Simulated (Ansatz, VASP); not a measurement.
## Two plane-wave programs on SrTiO3

```
Sr Ti O
1.0
     3.82871    0.00000    0.00000
     0.00000    3.82871    0.00000
     0.00000    0.00000    3.82871
Sr Ti O
1 1 3
Cartesian
  0.0000 0.0000 0.0000
  1.9144 1.9144 1.9144
  1.9144 1.9144 0.0000
  1.9144 0.0000 1.9144
  0.0000 1.9144 1.9144
```

Change from the starting cell: hydrostatic strain -2.0%.

Alike in both runs: task single point; functional r2SCAN; k mesh 6 × 6 × 6; non-collinear spin, spin-orbit coupling.

```csv
,VASP,Ansatz
version,VASP 6.6.1,Ansatz 0.2.0
potentials or method,"VASP PAW PBE potentials, release 64 (Sr_sv, Ti_sv, O)","plane waves, PAW"
plane-wave cutoff (eV),520,500
occupations,"gaussian, width 0.01 eV",fixed
valence electrons in the cell,40,40
```

```tsv
	VASP	Ansatz	Ansatz less VASP
pressure (GPa)	14.3	13.1	-1.14
```

VASP's potentials were made for PBE, not for r2SCAN.
